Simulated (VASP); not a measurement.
# KRb (P4/mmm) in VASP: a series of runs

The runs below take KRb through relaxation of cell and atoms, single point, with PBEsol.

All numbers are computed with VASP 6.6.1; they aren't measurements. Logs are shortened: lines on timing, memory, paths and dates and some standing lists are left out, and cuts for length are marked.

**1. The cell of the first run**

It takes space group P4/mmm (No. 123, tetragonal). Conventional cell: a = 4.815 Å, b = 4.815 Å, c = 6.807 Å, α = 90.00°, β = 90.00°, γ = 90.00°.

**2. Relaxation of cell and atoms, PBEsol**

The input, INCAR:

```
SYSTEM = KRb
PREC = Accurate
ENCUT = 600
EDIFF = 1E-6
ISMEAR = 0
SIGMA = 0.1
LREAL = .FALSE.
LASPH = .TRUE.
NELM = 100
ALGO = Normal
ISIF = 3
LWAVE = .FALSE.
LCHARG = .FALSE.
GGA = PS
IBRION = 2
NSW = 100
EDIFFG = -0.005
```

The input, KPOINTS:

```
regular mesh
0
G
  10 10 6
  0 0 0
```

The input, POSCAR:

```
KRb
1.0
    4.8150309916      0.0000000000      0.0000000000
    0.0000000000      4.8150309916      0.0000000000
    0.0000000000      0.0000000000      6.8071755614
K Rb
1 1
Direct
    0.0000000000      0.0000000000      0.0000000000
    0.5000000000      0.5000000000      0.5000000000
```

Potentials or basis: VASP PAW PBE potentials, release 64 (K_sv, Rb_sv).

Launch:

```bash
cat potpaw_PBE.64/K_sv/POTCAR potpaw_PBE.64/Rb_sv/POTCAR > POTCAR
mpirun -np 1 vasp_std > vasp.out
```

OUTCAR:

```text
SYSTEM = KRb
   PREC = Accurate
   ENCUT = 600
   EDIFF = 1E-6
   ISMEAR = 0
   LREAL = .FALSE.
   LASPH = .TRUE.
   NELM = 100
   ISIF = 3
   GGA = PS
   IBRION = 2
   NSW = 100
   EDIFFG = -0.005

 ion  position               nearest neighbor table
   1  0.000  0.000  0.000-
   2  0.500  0.500  0.500-

  LATTYP: Found a simple tetragonal cell.
 ALAT       =     4.8150309916
 C/A-ratio  =     1.4137345270

  Lattice vectors:

 A1 = (   4.8150309916,   0.0000000000,   0.0000000000)
 A2 = (   0.0000000000,   4.8150309916,   0.0000000000)
 A3 = (   0.0000000000,   0.0000000000,   6.8071755614)

Analysis of symmetry for initial positions (statically):
=====================================================================
 Subroutine PRICEL returns:
 Original cell was already a primitive cell.

 Routine SETGRP: Setting up the symmetry group for a
 simple tetragonal supercell.

 Subroutine GETGRP returns: Found 16 space group operations
 (whereof 16 operations were pure point group operations)
 out of a pool of 16 trial point group operations.

The static configuration has the point symmetry D_4h.

Analysis of symmetry for dynamics (positions and initial velocities):
=====================================================================
 Subroutine PRICEL returns:
 Original cell was already a primitive cell.

 Routine SETGRP: Setting up the symmetry group for a
 simple tetragonal supercell.

 Subroutine GETGRP returns: Found 16 space group operations
 (whereof 16 operations were pure point group operations)
 out of a pool of 16 trial point group operations.

The dynamic configuration has the point symmetry D_4h.

 Subroutine INISYM returns: Found 16 space group operations
 (whereof 16 operations are pure point group operations),
 and found     1 'primitive' translations

----------------------------------------------------------------------------------------

                                     Primitive cell

  volume of cell :     157.8211

  direct lattice vectors                    reciprocal lattice vectors
     4.815030992  0.000000000  0.000000000     0.207682983  0.000000000  0.000000000
     0.000000000  4.815030992  0.000000000     0.000000000  0.207682983  0.000000000
     0.000000000  0.000000000  6.807175561     0.000000000  0.000000000  0.146903806

  length of vectors
     4.815030992  4.815030992  6.807175561     0.207682983  0.207682983  0.146903806

  position of ions in fractional coordinates (direct lattice)
     0.000000000  0.000000000  0.000000000
     0.500000000  0.500000000  0.500000000

  ion indices of the primitive-cell ions
   primitive index   ion index
                 1           1
                 2           2

----------------------------------------------------------------------------------------

 KPOINTS: regular mesh

Automatic generation of k-mesh.
 Grid dimensions read from file:
 generate k-points for:   10   10    6

 Generating k-lattice:

  Cartesian coordinates                     Fractional coordinates (reciprocal lattice)
     0.020768298  0.000000000  0.000000000     0.100000000  0.000000000  0.000000000
     0.000000000  0.020768298  0.000000000     0.000000000  0.100000000  0.000000000
     0.000000000  0.000000000  0.024483968     0.000000000  0.000000000  0.166666667

  Length of vectors
     0.020768298  0.020768298  0.024483968

  Shift w.r.t. Gamma in fractional coordinates (k-lattice)
     0.000000000  0.000000000  0.000000000

 Subroutine IBZKPT returns following result:
 ===========================================

 Found     84 irreducible k-points:

 Following reciprocal coordinates:
            Coordinates               Weight
  0.000000  0.000000  0.000000      1.000000
  0.100000  0.000000  0.000000      4.000000
  0.200000  0.000000  0.000000      4.000000
  0.300000  0.000000  0.000000      4.000000
  0.400000  0.000000  0.000000      4.000000
  0.500000  0.000000  0.000000      2.000000
[... 16 lines left out ...]
  0.100000  0.000000  0.166667      8.000000
  0.200000  0.000000  0.166667      8.000000
 [... further k-points ...]
   k-points           NKPTS =     84   k-points in BZ     NKDIM =     84   number of bands    NBANDS=     13
   number of dos      NEDOS =    301   number of ions     NIONS =      2
   total plane-waves  NPLWV =  86400
   dimension x,y,z NGX =    40 NGY =   40 NGZ =   54
   dimension x,y,z NGXF=    80 NGYF=   80 NGZF=  108
   ions per type =               1   1
   NGX,Y,Z   is equivalent  to a cutoff of  13.81, 13.81, 13.19 a.u.
   NGXF,Y,Z  is equivalent  to a cutoff of  27.62, 27.62, 26.38 a.u.
 SYSTEM =  KRb
   PREC   = accura    normal or accurate (medium, high low for compatibility)
   ISTART =      0    job   : 0-new  1-cont  2-samecut
   ICHARG =      2    charge: 1-file 2-atom 10-const
   ISPIN  =      1    spin polarized calculation?
   LNONCOLLINEAR =      F non collinear calculations
   LSORBIT =      F    spin-orbit coupling
   LASPH  =      T    aspherical Exc in radial PAW
   ENCUT  =  600.0 eV  44.10 Ry    6.64 a.u.   9.62  9.62 13.60*2*pi/ulx,y,z
   NELM   =    100;   NELMIN=  2; NELMDL= -5     # of ELM steps
   EDIFF  = 0.1E-05   stopping-criterion for ELM
   LREAL  =      F    real-space projection
   EDIFFG = -.5E-02   stopping-criterion for IOM
   NSW    =    100    number of steps for IOM
   IBRION =      2    ionic relax: 0-MD 1-quasi-New 2-CG
   NFREE  =      1    steps in history (QN), initial steepest desc. (CG)
   ISIF   =      3    stress and relaxation
   ISYM   =      2    0-nonsym 1-usesym 2-fastsym
   POTIM  = 0.5000    time-step for ionic-motion
   TEBEG  =    0.0;   TEEND  =   0.0 temperature during run
   PSTRESS=    0.0 pullay stress
   NELECT =      18.0000    total number of electrons
   NUPDOWN=      -1.0000    fix difference up-down
   EMIN   =  10.00;   EMAX   =-10.00  energy-range for DOS
   EFERMI =   0.00;   METHOD = LEGACY
   ISMEAR =     0;   SIGMA  =   0.10  broadening in eV -4-tet -1-fermi 0-gaus
   EFERMI_NEDOS =   21; number of points for ismear=-14 and -15
   IALGO  =     38    algorithm
   IMIX   =      4    mixing-type and parameters
     AMIX     =   0.40;   BMIX     =  1.00
     AMIX_MAG =   1.60;   BMIX_MAG =  1.00
  volume/ion in A,a.u.               =      78.91       532.51
  Fermi-wavevector in a.u.,A,eV,Ry     =   0.793921  1.500293  8.575896  0.630311
  Thomas-Fermi vector in A             =   1.899952
   LORBIT       =      0    0 simple, 1 ext, 2 COOP (PROOUT), +10 PAW based schemes
   GGA     = PS    functional components
   LHFCALC =     F    Hartree Fock is set to
   AEXX    =    0.0000 exact exchange contribution
   IVDW    =     0    specifies the selected vdW correction
   LEPSILON=     F    determine dielectric tensor
   LRPA    =     F    only Hartree local field effects (RPA)
 conjugate gradient relaxation of ions
 non-spin polarized calculation
 Gauss-broadening in eV      SIGMA  =   0.10
  energy-cutoff  :      600.00
  volume of cell :      157.82
 maximum number of plane-waves:      5323
 NGX is ok and might be reduce to    40
   NGX = 19   NGY = 19   NGZ = 27

--------------------------------------- Ionic step        1  -------------------------------------------

 number of electron      18.0000001 magnetization

 Free energy of the ion-electron system (eV)
  ---------------------------------------------------
  ext. energy  EPLUGINS =         0.00000000
  ---------------------------------------------------
  free energy    TOTEN  =        -2.15521241 eV

  energy without entropy =       -2.14549666  energy(sigma->0) =       -2.15035454

------------------------ aborting loop because EDIFF is reached ----------------------------------------

  FORCE on cell =-STRESS in cart. coord.  units (eV):
  Direction    XX          YY          ZZ          XY          YZ          ZX
  --------------------------------------------------------------------------------------
  -------------------------------------------------------------------------------------
  Total        0.0025414      0.0025414     -0.0245474      0.0000000      0.0000000      0.0000000
  in kB        0.0257998      0.0257998     -0.2492012      0.0000000      0.0000000      0.0000000
  external PRESSURE =      -0.0658672 kB  Pullay stress =       0.0000000 kB
[... 165 lines left out ...]
  energy  without entropy=       -2.1458088778  energy(sigma->0) =       -2.15053274

--------------------------------------- Ionic step        6  -------------------------------------------

 number of electron      18.0000000 magnetization

 E-fermi :   0.0011     XC(G=0):  -5.7230

 val. band max:       -0.0106378977   @ k =   0.5000   0.2000   0.1667
 cond. band min:       0.0063493853   @ k =   0.5000   0.2000   0.1667
 fundamental gap:      0.0169872830
 Fermi energy:         0.0011007949

 k-point     1 :       0.0000    0.0000    0.0000
  band No.  band energies     occupation
      1     -32.0312      2.00000
      2     -28.7654      2.00000
      3     -15.5825      2.00000
      4     -15.5579      2.00000
      5     -15.5579      2.00000
      6     -12.8616      2.00000
      7     -12.8291      2.00000
      8     -12.8291      2.00000
      9      -2.1277      2.00000
     10       0.7540      0.00000
     11       1.4867      0.00000
     12       2.0100      0.00000
     13       3.9301      0.00000
[... 473 lines left out ...]
  energy  without entropy=       -2.1458959340  energy(sigma->0) =       -2.15063014

--------------------------------------- Ionic step        9  -------------------------------------------

 number of electron      18.0000000 magnetization

 Free energy of the ion-electron system (eV)
  ---------------------------------------------------
  ext. energy  EPLUGINS =         0.00000000
  ---------------------------------------------------
  free energy    TOTEN  =        -2.15539477 eV

  energy without entropy =       -2.14605376  energy(sigma->0) =       -2.15072427

 E-fermi :  -0.0099     XC(G=0):  -5.7129

 val. band max:       -0.0164872716   @ k =   0.4000   0.1000   0.5000
 cond. band min:      -0.0056565612   @ k =   0.4000   0.3000   0.3333
 fundamental gap:      0.0108307103
 Fermi energy:        -0.0098834530

 k-point     1 :       0.0000    0.0000    0.0000
  band No.  band energies     occupation
      1     -32.0439      2.00000
      2     -28.7748      2.00000
      3     -15.5950      2.00000
      4     -15.5711      2.00000
      5     -15.5711      2.00000
      6     -12.8709      2.00000
      7     -12.8400      2.00000
      8     -12.8400      2.00000
      9      -2.1311      2.00000
     10       0.7762      0.00000
     11       1.5323      0.00000
     12       1.9779      0.00000
     13       3.9039      0.00000
[... 397 lines left out ...]
  FREE ENERGIE OF THE ION-ELECTRON SYSTEM (eV)
  ---------------------------------------------------
  free  energy   TOTEN  =        -2.1553947716 eV

  energy  without entropy=       -2.1460537620  energy(sigma->0) =       -2.15072427

 reached required accuracy - stopping structural energy minimisation
```

Wall time 6.6 min (1 thread of Intel Xeon 6975P-C (Granite Rapids), shared host); peak memory 0.46 GiB.

What came out:

| Item | Value |
| --- | --- |
| Free energy | -2.1554 eV |
| Relaxed volume | 78.73 Å³/atom |
| Relaxed cell | a = 4.846 Å, b = 4.846 Å, c = 6.704 Å, α = 90.00°, β = 90.00°, γ = 90.00° |
| Space group after relaxing (to 0.1 Å) | P4/mmm (No. 123) |
| Energy gained by relaxing | 0.1 meV/atom |
| Ionic steps | 9 |
| Pressure after relaxing | 0.0 GPa |
| Band gap on the k mesh | zero (bands 9 and 10 overlap by 2.18 eV) |

Step by step:
| step | energy change (eV) | largest force (eV/Å) | pressure (GPa) | volume (Å³) |
| --- | --- | --- | --- | --- |
| 1 | 0.0000 | 0.0000 | -0.01 | 157.82 |
| 2 | 0.0000 | 0.0000 | -0.01 | 157.75 |
| 3 | 0.0000 | 0.0000 | 0.01 | 157.52 |
| 4 | -0.0001 | 0.0000 | 0.01 | 157.08 |
| 5 | 0.0000 | 0.0000 | 0.03 | 156.19 |
| 6 | -0.0001 | 0.0000 | 0.02 | 156.83 |
| 7 | -0.0001 | 0.0000 | 0.01 | 156.89 |
| 8 | -0.0002 | 0.0000 | 0.01 | 157.08 |
| 9 | -0.0002 | 0.0000 | 0.00 | 157.45 |

Final structure:
```
CELL_PARAMETERS angstrom
4.84615 0.00000 0.00000
0.00000 4.84615 0.00000
0.00000 0.00000 6.70427
ATOMIC_POSITIONS crystal
K 0.00000 0.00000 0.00000
Rb 0.50000 0.50000 0.50000
```

Levels at points of the mesh, in eV from the Fermi level:
```tsv
k point	band 6	band 7	band 8	band 9	band 10	band 11	band 12	band 13
(0.00, 0.00, 0.00)	-12.86	-12.83	-12.83	-2.12	0.79	1.54	1.99	3.91
(0.50, 0.00, 0.00)	-12.91	-12.85	-12.82	-0.40	-0.29	1.87	2.33	2.33
(0.50, 0.50, 0.00)	-12.90	-12.90	-12.85	0.58	0.85	1.39	1.39	2.07
(0.00, 0.00, 0.50)	-12.86	-12.83	-12.83	-1.18	-1.12	2.53	2.89	3.38
(0.50, 0.00, 0.50)	-12.91	-12.85	-12.82	0.12	0.30	0.59	0.68	3.60
(0.50, 0.50, 0.50)	-12.90	-12.90	-12.85	1.07	1.41	1.41	1.51	1.87
```

Caveat: the PAW data sets were made with another functional, which shifts forces and pressure a little.

(Part 1 of 2 ends here.)

The gap in the log of VASP goes by the Fermi energy; the results here count the filled bands.